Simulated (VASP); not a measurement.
Input of a VASP 6.6.1 run:

INCAR

```
PREC = Accurate ; ENCUT = 520
EDIFF = 1E-6 ; ISMEAR = 1
SIGMA = 1.0 ; LREAL = False
LASPH = True ; NELM = 100
ALGO = Normal ; ISIF = 2
LWAVE = False ; LCHARG = False
GGA = PE ; NBANDS = 13
```

The input KPOINTS:

```
Automatic mesh
0
Gamma
  11 11 11
```

Contents of POSCAR:

```
Pb
1.0
    0.0000000000      2.5175937382      2.5175937382
    2.5175937382      0.0000000000      2.5175937382
    2.5175937382      2.5175937382      0.0000000000
Pb
1
Direct
    0.0000000000      0.0000000000      0.0000000000
```

Potentials or basis: VASP PAW PBE potentials, release 64 (Pb_d).

The run is started by

```bash
$ cat potpaw_PBE.64/Pb_d/POTCAR > POTCAR
$ mpirun -np 1 vasp_std > vasp.out
```

(1) Estimate the band gap on the k mesh.

(2) Predict the pressure.

Answers

(1) zero (bands 7 and 8 overlap by 8.37 eV).

(2) 0.0 GPa.

Caveat: so wide a smearing shifts energies and pressures; spin-orbit coupling is left out, which moves the levels of the heavy elements.
